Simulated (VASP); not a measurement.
# Ba3As2 (Fm-3m) in VASP: single point with PBE

Aim: the single point of Ba3As2 with PBE.

All numbers are computed with VASP 6.6.1; they aren't measurements. Logs are shortened: lines on timing, memory, paths and dates and some standing lists are left out, and cuts for length are marked.

### 1 The cell of the first run

The typed cell holds 10 atoms: a = 8.699 Å, b = 8.699 Å, c = 8.699 Å, α = 60.00°, β = 60.00°, γ = 60.00°.

### 2 Single point, PBE

File INCAR:

```
SYSTEM = Ba3As2
PREC     = Accurate       ! precision mode
ENCUT    = 520            ! plane-wave cutoff, eV
EDIFF    = 1E-6           ! SCF threshold, eV
ISMEAR   = 0              ! smearing method
SIGMA    = 0.2            ! smearing width, eV
LREAL    = .FALSE.        ! projectors in reciprocal space
LASPH    = .TRUE.         ! aspherical terms in the spheres
NELM     = 60             ! most SCF steps
ALGO     = Fast           ! electronic algorithm
ISIF     = 2              ! what is computed and relaxed
LWAVE    = .FALSE.        ! write WAVECAR
LCHARG   = .TRUE.         ! write CHGCAR
GGA      = PE             ! functional
LELF     = .TRUE.         ! ELF
LVHAR    = .TRUE.       
NBANDS   = 51             ! bands
```

File KPOINTS:

```
Automatic mesh
0
G
  3 3 3
  0 0 0
```

File POSCAR:

```
Ba3As2
1.0
    0.0000000000      6.1514615560      6.1514615560
    6.1514615560      0.0000000000      6.1514615560
    6.1514615560      6.1514615560      0.0000000000
Ba As
6 4
Direct
    0.7500849049      0.2499150951      0.2499150951
    0.2499150951      0.7500849049      0.7500849049
    0.2499150951      0.7500849049      0.2499150951
    0.7500849049      0.2499150951      0.7500849049
    0.2499150951      0.2499150951      0.7500849049
    0.7500849049      0.7500849049      0.2499150951
    0.2500000000      0.2500000000      0.2500000000
    0.5000000000      0.5000000000      0.5000000000
    0.7500000000      0.7500000000      0.7500000000
    0.0000000000      0.0000000000      0.0000000000
```

Potentials or basis: VASP PAW PBE potentials, release 64 (Ba_sv, As).

Launch:

```console
> cat potpaw_PBE.64/Ba_sv/POTCAR potpaw_PBE.64/As/POTCAR > POTCAR
> mpirun -np 1 vasp_std > vasp.out
```

OUTCAR:

```text
SYSTEM = Ba3As2
   PREC = Accurate
   ENCUT = 520
   EDIFF = 1E-6
   ISMEAR = 0
   LREAL = .FALSE.
   LASPH = .TRUE.
   NELM = 60
   ISIF = 2
   GGA = PE

 ion  position               nearest neighbor table
   1  0.750  0.250  0.250-  10 3.07   8 3.08   5 4.35   6 4.35   3 4.35   4 4.35   6 4.35   4 4.35
                             3 4.35   5 4.35
   2  0.250  0.750  0.750-  10 3.07   8 3.08   5 4.35   6 4.35   3 4.35   4 4.35   6 4.35   4 4.35
                             3 4.35   5 4.35
   3  0.250  0.750  0.250-  10 3.07   8 3.08   5 4.35   6 4.35   1 4.35   2 4.35   6 4.35   1 4.35
                             2 4.35   5 4.35
   4  0.750  0.250  0.750-  10 3.07   8 3.08   5 4.35   6 4.35   1 4.35   2 4.35   6 4.35   1 4.35
                             2 4.35   5 4.35
   5  0.250  0.250  0.750-  10 3.07   8 3.08   3 4.35   4 4.35   1 4.35   2 4.35   2 4.35   3 4.35
                             4 4.35   1 4.35
   6  0.750  0.750  0.250-  10 3.07   8 3.08   3 4.35   4 4.35   1 4.35   2 4.35   4 4.35   1 4.35
                             2 4.35   3 4.35
   7  0.250  0.250  0.250-
   8  0.500  0.500  0.500-   1 3.08   2 3.08   3 3.08   4 3.08   5 3.08   6 3.08
   9  0.750  0.750  0.750-
  10  0.000  0.000  0.000-   1 3.07   2 3.07   3 3.07   4 3.07   5 3.07   6 3.07

  LATTYP: Found a face centered cubic cell.
 ALAT       =    12.3029231120

  Lattice vectors:

 A1 = (   0.0000000000,   6.1514615560,   6.1514615560)
 A2 = (   6.1514615560,   0.0000000000,   6.1514615560)
 A3 = (   6.1514615560,   6.1514615560,   0.0000000000)

Analysis of symmetry for initial positions (statically):
=====================================================================
 Subroutine PRICEL returns:
 Original cell was already a primitive cell.

 Routine SETGRP: Setting up the symmetry group for a
 face centered cubic supercell.

 Subroutine GETGRP returns: Found 48 space group operations
 (whereof 48 operations were pure point group operations)
 out of a pool of 48 trial point group operations.

The static configuration has the point symmetry O_h .

Analysis of symmetry for dynamics (positions and initial velocities):
=====================================================================
 Subroutine PRICEL returns:
 Original cell was already a primitive cell.

 Routine SETGRP: Setting up the symmetry group for a
 face centered cubic supercell.

 Subroutine GETGRP returns: Found 48 space group operations
 (whereof 48 operations were pure point group operations)
 out of a pool of 48 trial point group operations.

The dynamic configuration has the point symmetry O_h .

 Subroutine INISYM returns: Found 48 space group operations
 (whereof 48 operations are pure point group operations),
 and found     1 'primitive' translations

----------------------------------------------------------------------------------------

                                     Primitive cell

  volume of cell :     465.5485

  direct lattice vectors                    reciprocal lattice vectors
     0.000000000  6.151461556  6.151461556    -0.081281496  0.081281496  0.081281496
     6.151461556  0.000000000  6.151461556     0.081281496 -0.081281496  0.081281496
     6.151461556  6.151461556  0.000000000     0.081281496  0.081281496 -0.081281496

  length of vectors
     8.699480361  8.699480361  8.699480361     0.140783681  0.140783681  0.140783681

  position of ions in fractional coordinates (direct lattice)
     0.750084905  0.249915095  0.249915095
     0.249915095  0.750084905  0.750084905
     0.249915095  0.750084905  0.249915095
     0.750084905  0.249915095  0.750084905
     0.249915095  0.249915095  0.750084905
     0.750084905  0.750084905  0.249915095
     0.250000000  0.250000000  0.250000000
     0.500000000  0.500000000  0.500000000
     0.750000000  0.750000000  0.750000000
     0.000000000  0.000000000  0.000000000

  ion indices of the primitive-cell ions
   primitive index   ion index
                 1           1
                 2           2
                 3           3
                 4           4
                 5           5
                 6           6
                 7           7
                 8           8
                 9           9
                10          10

----------------------------------------------------------------------------------------

 KPOINTS: Automatic mesh

Automatic generation of k-mesh.
 Grid dimensions read from file:
 generate k-points for:    3    3    3

 Generating k-lattice:

  Cartesian coordinates                     Fractional coordinates (reciprocal lattice)
    -0.027093832  0.027093832  0.027093832     0.333333333  0.000000000  0.000000000
     0.027093832 -0.027093832  0.027093832     0.000000000  0.333333333  0.000000000
     0.027093832  0.027093832 -0.027093832     0.000000000  0.000000000  0.333333333

  Length of vectors
     0.046927894  0.046927894  0.046927894

  Shift w.r.t. Gamma in fractional coordinates (k-lattice)
     0.000000000  0.000000000  0.000000000

 Subroutine IBZKPT returns following result:
 ===========================================

 Found      4 irreducible k-points:

 Following reciprocal coordinates:
            Coordinates               Weight
  0.000000  0.000000  0.000000      1.000000
  0.333333  0.000000  0.000000      8.000000
  0.333333  0.333333  0.000000      6.000000
 -0.333333  0.333333  0.000000     12.000000
   k-points           NKPTS =      4   k-points in BZ     NKDIM =      4   number of bands    NBANDS=     51
   number of dos      NEDOS =    301   number of ions     NIONS =     10
   total plane-waves  NPLWV = 343000
   dimension x,y,z NGX =    70 NGY =   70 NGZ =   70
   dimension x,y,z NGXF=   140 NGYF=  140 NGZF=  140
   ions per type =               6   4
   NGX,Y,Z   is equivalent  to a cutoff of  13.38, 13.38, 13.38 a.u.
   NGXF,Y,Z  is equivalent  to a cutoff of  26.75, 26.75, 26.75 a.u.
 SYSTEM =  Ba3As2
   PREC   = accura    normal or accurate (medium, high low for compatibility)
   ISTART =      0    job   : 0-new  1-cont  2-samecut
   ICHARG =      2    charge: 1-file 2-atom 10-const
   ISPIN  =      1    spin polarized calculation?
   LNONCOLLINEAR =      F non collinear calculations
   LSORBIT =      F    spin-orbit coupling
   LASPH  =      T    aspherical Exc in radial PAW
   ENCUT  =  520.0 eV  38.22 Ry    6.18 a.u.  16.18 16.18 16.18*2*pi/ulx,y,z
   NELM   =     60;   NELMIN=  2; NELMDL= -5     # of ELM steps
   EDIFF  = 0.1E-05   stopping-criterion for ELM
   LREAL  =      F    real-space projection
   EDIFFG = 0.1E-04   stopping-criterion for IOM
   NSW    =      0    number of steps for IOM
   IBRION =     -1    ionic relax: 0-MD 1-quasi-New 2-CG
   NFREE  =      0    steps in history (QN), initial steepest desc. (CG)
   ISIF   =      2    stress and relaxation
   ISYM   =      2    0-nonsym 1-usesym 2-fastsym
   POTIM  = 0.5000    time-step for ionic-motion
   TEBEG  =    0.0;   TEEND  =   0.0 temperature during run
   PSTRESS=    0.0 pullay stress
   NELECT =      80.0000    total number of electrons
   NUPDOWN=      -1.0000    fix difference up-down
   EMIN   =  10.00;   EMAX   =-10.00  energy-range for DOS
   EFERMI =   0.00;   METHOD = LEGACY
   ISMEAR =     0;   SIGMA  =   0.20  broadening in eV -4-tet -1-fermi 0-gaus
   EFERMI_NEDOS =   21; number of points for ismear=-14 and -15
   IALGO  =     68    algorithm
   IMIX   =      4    mixing-type and parameters
     AMIX     =   0.40;   BMIX     =  1.00
     AMIX_MAG =   1.60;   BMIX_MAG =  1.00
  volume/ion in A,a.u.               =      46.55       314.17
  Fermi-wavevector in a.u.,A,eV,Ry     =   0.910157  1.719948 11.270883  0.828387
  Thomas-Fermi vector in A             =   2.034287
   LORBIT       =      0    0 simple, 1 ext, 2 COOP (PROOUT), +10 PAW based schemes
   GGA     = PE    functional components
   LHFCALC =     F    Hartree Fock is set to
   AEXX    =    0.0000 exact exchange contribution
   IVDW    =     0    specifies the selected vdW correction
   LEPSILON=     F    determine dielectric tensor
   LRPA    =     F    only Hartree local field effects (RPA)
 non-spin polarized calculation
 RMM-DIIS sequential band-by-band and
 Gauss-broadening in eV      SIGMA  =   0.20
  energy-cutoff  :      520.00
  volume of cell :      465.55
 maximum number of plane-waves:     12587
 NGX is ok and might be reduce to    70
   NGX = 33   NGY = 33   NGZ = 33

 number of electron      79.9999999 magnetization

 Free energy of the ion-electron system (eV)
  ---------------------------------------------------
  ext. energy  EPLUGINS =         0.00000000
  ---------------------------------------------------
  free energy    TOTEN  =       -36.58840720 eV

  energy without entropy =      -36.57585819  energy(sigma->0) =      -36.58213269

 E-fermi :   1.6823     XC(G=0):  -7.6948

 val. band max:        1.6130253756   @ k =   0.0000   0.0000   0.0000
 cond. band min:       2.1506563336   @ k =   0.0000   0.0000   0.0000
 fundamental gap:      0.5376309580
 Fermi energy:         1.6822828663

 k-point     1 :       0.0000    0.0000    0.0000
  band No.  band energies     occupation
      1     -26.8076      2.00000
      2     -26.7645      2.00000
      3     -26.7645      2.00000
      4     -26.7645      2.00000
      5     -26.7438      2.00000
      6     -26.7438      2.00000
[... 43 lines left out ...]
     50       3.2933      0.00000
     51       3.8403      0.00000

 k-point     2 :       0.3333    0.0000    0.0000
  band No.  band energies     occupation
      1     -26.7969      2.00000
      2     -26.7753      2.00000
      3     -26.7593      2.00000
      4     -26.7593      2.00000
      5     -26.7490      2.00000
      6     -26.7490      2.00000
[... 43 lines left out ...]
     50       3.6263      0.00000
     51       3.9065      0.00000

 k-point     3 :       0.3333    0.3333    0.0000
  band No.  band energies     occupation
      1     -26.7941      2.00000
      2     -26.7649      2.00000
      3     -26.7646      2.00000
      4     -26.7646      2.00000
      5     -26.7571      2.00000
      6     -26.7437      2.00000
[... 43 lines left out ...]
     50       3.7015      0.00000
     51       3.7534      0.00000

 k-point     4 :      -0.3333    0.3333    0.0000
  band No.  band energies     occupation
      1     -26.7828      2.00000
      2     -26.7809      2.00000
      3     -26.7647      2.00000
      4     -26.7594      2.00000
      5     -26.7523      2.00000
      6     -26.7489      2.00000
[... 43 lines left out ...]
     50       3.7322      0.00000
     51       4.2204      0.00000

------------------------ aborting loop because EDIFF is reached ----------------------------------------

  FORCE on cell =-STRESS in cart. coord.  units (eV):
  Direction    XX          YY          ZZ          XY          YZ          ZX
  --------------------------------------------------------------------------------------
  -------------------------------------------------------------------------------------
  Total        1.1859699      1.1859699      1.1859699     -0.0000000     -0.0000000      0.0000000
  in kB        4.0814954      4.0814954      4.0814954     -0.0000000     -0.0000000      0.0000000
  external PRESSURE =       4.0814954 kB  Pullay stress =       0.0000000 kB

 VOLUME and BASIS-vectors are now :
 -----------------------------------------------------------------------------
  energy-cutoff  :      520.00
  volume of cell :      465.55
      direct lattice vectors                 reciprocal lattice vectors
     0.000000000  6.151461556  6.151461556    -0.081281496  0.081281496  0.081281496
     6.151461556  0.000000000  6.151461556     0.081281496 -0.081281496  0.081281496
     6.151461556  6.151461556  0.000000000     0.081281496  0.081281496 -0.081281496

 POSITION                                       TOTAL-FORCE (eV/Angst)
 -----------------------------------------------------------------------------------
      3.07469      6.15146      6.15146         0.013897      0.000000      0.000000
      9.22824      6.15146      6.15146        -0.013897      0.000000      0.000000
      6.15146      3.07469      6.15146         0.000000      0.013897      0.000000
      6.15146      9.22824      6.15146         0.000000     -0.013897      0.000000
      6.15146      6.15146      3.07469         0.000000      0.000000      0.013897
      6.15146      6.15146      9.22824         0.000000      0.000000     -0.013897
      3.07573      3.07573      3.07573         0.000000      0.000000      0.000000
      6.15146      6.15146      6.15146         0.000000      0.000000      0.000000
      9.22719      9.22719      9.22719        -0.000000      0.000000      0.000000
      0.00000      0.00000      0.00000         0.000000      0.000000      0.000000
 -----------------------------------------------------------------------------------
    total drift:                                0.000000      0.000000      0.000000

  FREE ENERGIE OF THE ION-ELECTRON SYSTEM (eV)
  ---------------------------------------------------
  free  energy   TOTEN  =       -36.5884071961 eV

  energy  without entropy=      -36.5758581902  energy(sigma->0) =      -36.58213269
```

Run time: 6.2 min. Hardware: 1 thread of Intel Xeon Platinum 8259CL at 2.50GHz (Skylake/Cascade Lake), shared host; peak memory 0.7 GiB.

Results:

* Free energy: -36.5884 eV
* Pressure: 0.4 GPa
* Largest force: 0.014 eV/Å
* Band gap on the k mesh: zero (filled and empty bands touch)

Forces in eV/Å, atoms in the order of the input:
```
Ba   0.014  0.000  0.000
Ba  -0.014  0.000  0.000
Ba   0.000  0.014  0.000
Ba   0.000 -0.014  0.000
Ba   0.000  0.000  0.014
Ba   0.000  0.000 -0.014
As   0.000  0.000  0.000
As   0.000  0.000  0.000
As   0.000  0.000  0.000
As   0.000  0.000  0.000
```

Caveat: spin-orbit coupling is left out, which moves the levels of the heavy elements.
